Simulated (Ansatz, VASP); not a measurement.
## Tl in VASP and in Ansatz

File INCAR:

```
SYSTEM = Tl
PREC = Accurate
ENCUT = 500
EDIFF = 1E-6
ISMEAR = 0
SIGMA = 0.1
LREAL = .False.
LASPH = .True.
NELM = 120
ALGO = Normal
ISIF = 2
LWAVE = .False.
LCHARG = .True.
GGA = PS
LELF = .True.
LVHAR = .True.
NBANDS = 20
GGA_COMPAT = .False.
```

KPOINTS

```
Automatic mesh
0
Gamma
  12 12 8
  0 0 0
```

File POSCAR:

```
Tl
1.0
    3.4559983565      0.0000000000      0.0000000000
   -1.7279991783      2.9929823722      0.0000000000
    0.0000000000      0.0000000000      5.5250000000
Tl
2
Direct
    0.3333333333      0.6666666667      0.3178733032
    0.6666666667      0.3333333333      0.7500000000
```

Input for Ansatz:

```yaml
crystal:
  lattice:
    - [3.4559983565, 0.0, 0.0]
    - [-1.7279991783, 2.9929823722, 0.0]
    - [0.0, 0.0, 5.525]
  atoms:
    - { symbol: Tl, position: [0.3333333333, 0.6666666667, 0.3178733032] }
    - { symbol: Tl, position: [0.6666666667, 0.3333333333, 0.75] }
basis:
  ecutwfc: 420
kpoints:
  mp_grid: { grid: [12, 12, 8] }
hamiltonian:
  xc: pbesol
scf:
  occupations: { method: gaussian, width: 0.1 }
output:
  forces: true
  stress: true
  eigenvalues: true
```

Change from the starting cell: one atom moved.

Alike in both runs: task single point; functional PBEsol; k mesh 12 × 12 × 8; occupations gaussian, width 0.1 eV; no spin polarisation.

```csv
,VASP,Ansatz
version,VASP 6.6.1,Ansatz 0.2.0
potentials or method,"VASP PAW PBE potentials, release 64 (Tl_d), cutoff 500 eV","scalar-relativistic, plane waves, PAW"
valence electrons in the cell,26,26
```

```csv
,VASP,Ansatz,Ansatz less VASP
gap on the k mesh at the Fermi level (eV),none,none,-
pressure (GPa),2.0,2.1,+0.06
"traceless stress, the component that is largest in VASP (GPa)",0.39,0.39,-0.003
rms of the force components (eV/Å),0.637,0.636,-0.0013
```

VASP's potentials were made for PBE, not for PBEsol. Atom by atom the forces differ by 0.001 eV/Å (rms over components). A gap of «none» marks a metal or a gap that the smearing closes.

Spin-orbit coupling is off throughout.
